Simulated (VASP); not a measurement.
Crystal: Ge.

```xyz
2
Lattice="0.0000 2.7234 2.9147 2.7234 0.0000 2.9147 2.7234 2.7234 0.0000" Properties=species:S:1:pos:R:3 pbc="T T T"
Ge    0.0000    0.0000    0.0000
Ge    1.3617    1.3617    1.4573
```

This cell differs from its parent crystal: epitaxial xy strain -4.0%.

Base run:

```yaml
Program: VASP 6.6.1
Functional: r2SCAN
Potentials_or_basis: VASP PAW PBE potentials, release 64 (Ge_d)
Cutoff: 520 eV
k_mesh: 8 × 8 × 8
Occupations: fermi-dirac, width 0.02 eV
Spin: no spin polarisation
```

Its results: band gap on the k mesh 0.28 eV, indirect (least direct gap 0.60 eV); pressure 4.5 GPa.

Problem. The run is repeated on the same cell with these changes: functional from r2SCAN to PBE. What comes out?

Solution. Band gap on the k mesh 0.03 eV, indirect (least direct gap 0.22 eV); pressure 7.4 GPa.

r2SCAN gives the wider gap, since meta-GGAs in the generalised Kohn-Sham scheme recover part of the derivative discontinuity.

Caveats: the PAW data sets were made with another functional, which shifts forces and pressure a little (some runs).

A k mesh can miss the band edges.
